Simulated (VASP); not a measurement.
The system is Cu.

```xyz
1
Lattice="0.0000 1.8075 1.8075 1.8075 0.0000 1.8075 1.8075 1.8075 0.0000" Properties=species:S:1:pos:R:3 pbc="T T T"
Cu    0.0000    0.0000    0.0000
```

* Program: VASP 6.6.1
* Task: relaxation of cell and atoms
* Functional: PBEsol
* Potentials or basis: VASP PAW PBE potentials, release 64 (Cu)
* Cutoff: 600 eV
* k mesh: 22 × 22 × 22
* Occupations: fermi-dirac, width 0.05 eV
* Spin: no spin polarisation

At the start: pressure -5.7 GPa; volume 11.81 Å³/atom.

How do energy, volume and symmetry change on relaxing?

Over 3 steps the energy falls by 8.3 meV/atom and the volume is 11.36 Å³/atom (-3.8 %); space group Fm-3m (No. 225, to 0.1 Å) before and after.

The path:
| step | energy change (eV) | largest force (eV/Å) | pressure (GPa) | volume (Å³) |
| --- | --- | --- | --- | --- |
| 1 | 0.0000 | 0.0000 | -5.73 | 11.81 |
| 2 | -0.0051 | 0.0000 | 4.05 | 11.10 |
| 3 | -0.0083 | 0.0000 | 0.00 | 11.36 |

Final structure:
```
CELL_PARAMETERS angstrom
0.00000 1.78447 1.78447
1.78447 0.00000 1.78447
1.78447 1.78447 0.00000
ATOMIC_POSITIONS crystal
Cu 0.00000 0.00000 0.00000
```

Caveat: the PAW data sets were made with another functional, which shifts forces and pressure a little.
